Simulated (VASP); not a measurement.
Here is a VASP 6.6.1 calculation.

The input INCAR:

```
SYSTEM = Al3GaN4
  PREC = Accurate
  ENCUT = 520
  EDIFF = 1E-7
  ISMEAR = 0
  SIGMA = 0.05
  LREAL = .False.
  LASPH = .True.
  NELM = 100
  ALGO = Normal
  ISIF = 2
  LWAVE = .False.
  LCHARG = .False.
  GGA = PS
  NBANDS = 31
```

KPOINTS

```
Automatic mesh
0
Gamma
  6 6 6
  0 0 0
```

POSCAR

```
Al3GaN4
1.0
    4.4069948406      0.0000000000      0.0000000000
    0.0000000000      4.4069948406      0.0000000000
    0.0000000000      0.0000000000      4.4069948406
Al Ga N
3 1 4
Direct
    0.5000000000      0.5000000000      0.0000000000
    0.5000000000      0.0000000000      0.5000000000
    0.0000000000      0.5000000000      0.5000000000
    0.0000000000      0.0000000000      0.0000000000
    0.7447077166      0.7447077166      0.2552922834
    0.7447077166      0.2552922834      0.7447077166
    0.2552922834      0.7447077166      0.7447077166
    0.2552922834      0.2552922834      0.2552922834
```

Potentials or basis: VASP PAW PBE potentials, release 64 (Al, Ga_d, N).

Command:

```bash
$ cat potpaw_PBE.64/Al/POTCAR potpaw_PBE.64/Ga_d/POTCAR potpaw_PBE.64/N/POTCAR > POTCAR
$ mpirun -np 1 vasp_std > vasp.out
```

(1) What does it give for the pressure?

(2) Estimate the band gap on the k mesh.

(3) Predict the largest force.

Results:

(1) 0.0 GPa.

(2) 3.32 eV, direct.

(3) 0.008 eV/Å.

Caveat: the PAW data sets were made with another functional, which shifts forces and pressure a little.
